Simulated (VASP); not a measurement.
## Pt: single point with r2SCAN

Pt:

```
CELL_PARAMETERS angstrom
0.00000 1.97058 1.97058
1.97058 0.00000 1.97058
1.97058 1.97058 0.00000
ATOMIC_POSITIONS crystal
Pt 0.00000 0.00000 0.00000
```

```
Program             : VASP 6.6.1
Task                : single point
Functional          : r2SCAN
Potentials or basis : VASP PAW PBE potentials, release 64 (Pt)
Cutoff              : 520 eV
k mesh              : 14 × 14 × 14
Occupations         : fermi-dirac, width 1 eV
Spin                : no spin polarisation
```

| Item | Value |
| --- | --- |
| Pressure | 15.7 GPa |
| Band gap on the k mesh | zero (band 5 reaches 11.24 eV, above the bottom of band 6 at 8.93 eV) |

Levels at points of the mesh, in eV from the Fermi level:
```
           k point  band 2  band 3  band 4  band 5  band 6  band 7  band 8  band 9
(0.00, 0.00, 0.00)   -4.49   -4.49   -4.49   -2.36   -2.36   14.86   19.93   19.93
(0.50, 0.00, 0.00)   -4.58   -4.58   -0.92   -0.64   -0.64    5.38   14.48   19.20
(0.50, 0.50, 0.00)   -7.37   -0.72   -0.16   -0.16    1.32    8.52   11.32   11.32
```

Wall time 2.3 min on 1 thread of AMD EPYC 9R45, on a shared host, peak memory 0.13 GiB.

Caveat: the PAW data sets were made with another functional, which shifts forces and pressure a little; spin-orbit coupling is left out, which moves the levels of the heavy elements.
